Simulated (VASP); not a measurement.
# AlGa3N4 (P-42m) in VASP: further runs, part 2 of 2

VASP 6.6.1. The steps go on from the part before.

**4. Single point, PBEsol**

This run uses another cell than the first one, of 11.41 Å³/atom.

Input file INCAR:

```
SYSTEM = AlGa3N4
PREC = Accurate
ENCUT = 520
EDIFF = 1E-7
ISMEAR = 0
SIGMA = 0.05
LREAL = .FALSE.
LASPH = .TRUE.
NELM = 100
ALGO = Normal
ISIF = 2
LWAVE = .FALSE.
LCHARG = .TRUE.
GGA = PS
LELF = .TRUE.
LVHAR = .TRUE.
NBANDS = 41
```

Input file KPOINTS:

```
Automatic mesh
0
G
  6 6 6
  0 0 0
```

Input file POSCAR:

```
AlGa3N4
1.0
    4.5716719665      0.0000000000      0.0000000000
    0.0000000000      4.4675774128      0.0000000000
    0.0000000000      0.0000000000      4.4675774128
Al Ga N
1 3 4
Direct
    0.0000000000      0.0000000000      0.0000000000
    0.5000000000      0.5000000000      0.0000000000
    0.5000000000      0.0000000000      0.5000000000
    0.0000000000      0.5000000000      0.5000000000
    0.7550464072      0.7550464072      0.2449535928
    0.7550464072      0.2449535928      0.7550464072
    0.2449535928      0.7550464072      0.7550464072
    0.2449535928      0.2449535928      0.2449535928
```

Potentials or basis: VASP PAW PBE potentials, release 64 (Al, Ga_d, N).

On the command line:

```sh
cat potpaw_PBE.64/Al/POTCAR potpaw_PBE.64/Ga_d/POTCAR potpaw_PBE.64/N/POTCAR > POTCAR
mpirun -np 1 vasp_std > vasp.out
```

OUTCAR:

```text
SYSTEM = AlGa3N4
   PREC = Accurate
   ENCUT = 520
   EDIFF = 1E-7
   ISMEAR = 0
   LREAL = .FALSE.
   LASPH = .TRUE.
   NELM = 100
   ISIF = 2
   GGA = PS

 ion  position               nearest neighbor table
   1  0.000  0.000  0.000-   5 1.91   6 1.91   7 1.91   8 1.91
   2  0.500  0.500  0.000-   5 1.96   6 1.96   7 1.96   8 1.96
   3  0.500  0.000  0.500-   5 1.96   6 1.96   7 1.96   8 1.96
   4  0.000  0.500  0.500-   5 1.96   6 1.96   7 1.96   8 1.96
   5  0.755  0.755  0.245-   1 1.91   4 1.96   3 1.96   2 1.96
   6  0.755  0.245  0.755-   1 1.91   4 1.96   3 1.96   2 1.96
   7  0.245  0.755  0.755-   1 1.91   4 1.96   3 1.96   2 1.96
   8  0.245  0.245  0.245-   1 1.91   4 1.96   3 1.96   2 1.96

  LATTYP: Found a simple tetragonal cell.
 ALAT       =     4.4675774128
 C/A-ratio  =     1.0233000000

  Lattice vectors:

 A1 = (   0.0000000000,   4.4675774128,   0.0000000000)
 A2 = (   0.0000000000,   0.0000000000,   4.4675774128)
 A3 = (   4.5716719665,   0.0000000000,   0.0000000000)

Analysis of symmetry for initial positions (statically):
=====================================================================
 Subroutine PRICEL returns:
 Original cell was already a primitive cell.

 Routine SETGRP: Setting up the symmetry group for a
 simple tetragonal supercell.

 Subroutine GETGRP returns: Found  8 space group operations
 (whereof  8 operations were pure point group operations)
 out of a pool of 16 trial point group operations.

The static configuration has the point symmetry D_2d.

Analysis of symmetry for dynamics (positions and initial velocities):
=====================================================================
 Subroutine PRICEL returns:
 Original cell was already a primitive cell.

 Routine SETGRP: Setting up the symmetry group for a
 simple tetragonal supercell.

[... 138 lines left out ...]
  Fermi-wavevector in a.u.,A,eV,Ry     =   1.439237  2.719764 28.183151  2.071403
  Thomas-Fermi vector in A             =   2.558115
   LORBIT       =      0    0 simple, 1 ext, 2 COOP (PROOUT), +10 PAW based schemes
   GGA     = PS    functional components
   LHFCALC =     F    Hartree Fock is set to
   AEXX    =    0.0000 exact exchange contribution
   IVDW    =     0    specifies the selected vdW correction
   LEPSILON=     F    determine dielectric tensor
   LRPA    =     F    only Hartree local field effects (RPA)
 non-spin polarized calculation
 Gauss-broadening in eV      SIGMA  =   0.05
  energy-cutoff  :      520.00
  volume of cell :       91.25
 maximum number of plane-waves:      2501
 NGX is ok and might be reduce to    36
   NGX = 17   NGY = 17   NGZ = 17

 number of electron      62.0000005 magnetization

 Free energy of the ion-electron system (eV)
  ---------------------------------------------------
  ext. energy  EPLUGINS =         0.00000000
  ---------------------------------------------------
  free energy    TOTEN  =       -54.92569321 eV

  energy without entropy =      -54.92569321  energy(sigma->0) =      -54.92569321

 E-fermi :   5.3443     XC(G=0): -11.6261

 val. band max:        5.1127996237   @ k =   0.0000   0.0000   0.0000
 cond. band min:       7.2256762864   @ k =   0.0000   0.0000   0.0000
 fundamental gap:      2.1128766627
 Fermi energy:         5.3443231710

 k-point     1 :       0.0000    0.0000    0.0000
  band No.  band energies     occupation
      1     -10.4285      2.00000
      2      -9.2323      2.00000
      3      -9.2252      2.00000
      4      -9.2252      2.00000
      5      -8.0302      2.00000
      6      -8.0221      2.00000
[... 1045 lines left out ...]
     40      14.9223      0.00000
     41      15.1107      0.00000

 [... further k-points ...]

------------------------ aborting loop because EDIFF is reached ----------------------------------------

  FORCE on cell =-STRESS in cart. coord.  units (eV):
  Direction    XX          YY          ZZ          XY          YZ          ZX
  --------------------------------------------------------------------------------------
  -------------------------------------------------------------------------------------
  Total       -3.6820975     -1.9116629     -1.9116629      0.0000000      0.0000000      0.0000000
  in kB      -64.6526951    -33.5662377    -33.5662377      0.0000000      0.0000000      0.0000000
  external PRESSURE =     -43.9283902 kB  Pullay stress =       0.0000000 kB

 VOLUME and BASIS-vectors are now :
 -----------------------------------------------------------------------------
  energy-cutoff  :      520.00
  volume of cell :       91.25
      direct lattice vectors                 reciprocal lattice vectors
     4.571671967  0.000000000  0.000000000     0.218738354  0.000000000  0.000000000
     0.000000000  4.467577413  0.000000000     0.000000000  0.223834957  0.000000000
     0.000000000  0.000000000  4.467577413     0.000000000  0.000000000  0.223834957

 POSITION                                       TOTAL-FORCE (eV/Angst)
 -----------------------------------------------------------------------------------
      0.00000      0.00000      0.00000         0.000000      0.000000      0.000000
      2.28584      2.23379      0.00000         0.000000      0.000000      0.000000
      2.28584      0.00000      2.23379         0.000000      0.000000      0.000000
      0.00000      2.23379      2.23379         0.000000     -0.000000      0.000000
      3.45182      3.37323      1.09435        -0.024352      0.002196     -0.002196
      3.45182      1.09435      3.37323        -0.024352     -0.002196      0.002196
      1.11985      3.37323      3.37323         0.024352      0.002196      0.002196
      1.11985      1.09435      1.09435         0.024352     -0.002196     -0.002196
 -----------------------------------------------------------------------------------
    total drift:                               -0.000000     -0.000000     -0.000000

  FREE ENERGIE OF THE ION-ELECTRON SYSTEM (eV)
  ---------------------------------------------------
  free  energy   TOTEN  =       -54.9256932118 eV

  energy  without entropy=      -54.9256932118  energy(sigma->0) =      -54.92569321
```

Wall time 2 min (1 thread of Intel Xeon 6975P-C (Granite Rapids), shared host); peak memory 0.26 GiB.

What came out:

```
Free energy            : -54.9257 eV
Pressure               : -4.4 GPa
Largest force          : 0.025 eV/Å
Band gap on the k mesh : 2.11 eV
```

Forces on the atoms (eV/Å):
```
Al   0.000  0.000  0.000
Ga   0.000  0.000  0.000
Ga   0.000  0.000  0.000
Ga   0.000  0.000  0.000
N   -0.024  0.002 -0.002
N   -0.024 -0.002  0.002
N    0.024  0.002  0.002
N    0.024 -0.002 -0.002
```

Caveat: the cell stands under tension; the PAW data sets were made with another functional, which shifts forces and pressure a little.

**5. The runs side by side**

| cell | gap on the mesh (eV) | pressure (GPa) | largest force (eV/Å) |
| --- | --- | --- | --- |
| a = 4.259, b = 4.468, c = 4.468 Å, 8 atoms | 2.51 | 9.8 | 0.06 |
| a = 4.363, b = 4.468, c = 4.468 Å, 8 atoms | 2.41 | 4.5 | 0.03 |
| a = 4.572, b = 4.468, c = 4.468 Å, 8 atoms | 2.11 | -4.4 | 0.02 |

Alike in all rows: task single point; level PBEsol; potentials or basis VASP PAW PBE potentials, release 64 (Al, Ga_d, N); no spin polarisation; k mesh 6 × 6 × 6; cutoff (eV) 520; smearing gaussian 0.05 eV.

Caveats: the PAW data sets were made with another functional, which shifts forces and pressure a little; the stress differs along the axes, from 8 to 13 GPa (at least some runs); the cell stands under pressure (at least some runs); the cell stands under tension (at least some runs).

Absolute energies hang on the potentials; compare differences alone.
